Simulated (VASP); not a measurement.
Input of a VASP 6.6.1 run:

INCAR

```
SYSTEM = MoOs
PREC = Accurate
ENCUT = 520
EDIFF = 1E-6
ISMEAR = 0
SIGMA = 0.15
LREAL = .False.
LASPH = .True.
NELM = 100
ALGO = Normal
ISIF = 2
LWAVE = .False.
LCHARG = .False.
NBANDS = 18
```

File KPOINTS:

```
regular mesh
0
Gamma
  21 21 12
  0 0 0
```

POSCAR

```
MoOs
1.0
    2.6947682551      0.0000000000      0.0000000000
   -1.3473841276      2.3337377662      0.0000000000
    0.0000000000      0.0000000000      4.8027278892
Mo Os
1 1
Direct
    0.6666666667      0.3333333333      0.5000000000
    0.3333333333      0.6666666667      0.0000000000
```

Potentials or basis: VASP PAW LDA potentials, release 64 (Mo_sv, Os).

The run is started by

```console
$ cat potpaw_LDA.64/Mo_sv/POTCAR potpaw_LDA.64/Os/POTCAR > POTCAR
$ mpirun -np 1 vasp_std > vasp.out
```

Predict the pressure.

-12.8 GPa.

Predict the band gap on the k mesh.

zero (band 11 reaches 12.17 eV, above the bottom of band 12 at 9.41 eV).

Stress tensor (GPa, compression positive):
```
 -0.03   0.00   0.00
  0.00  -0.03   0.00
  0.00   0.00 -38.38
```

Caveat: spin-orbit coupling is left out, which moves the levels of the heavy elements.
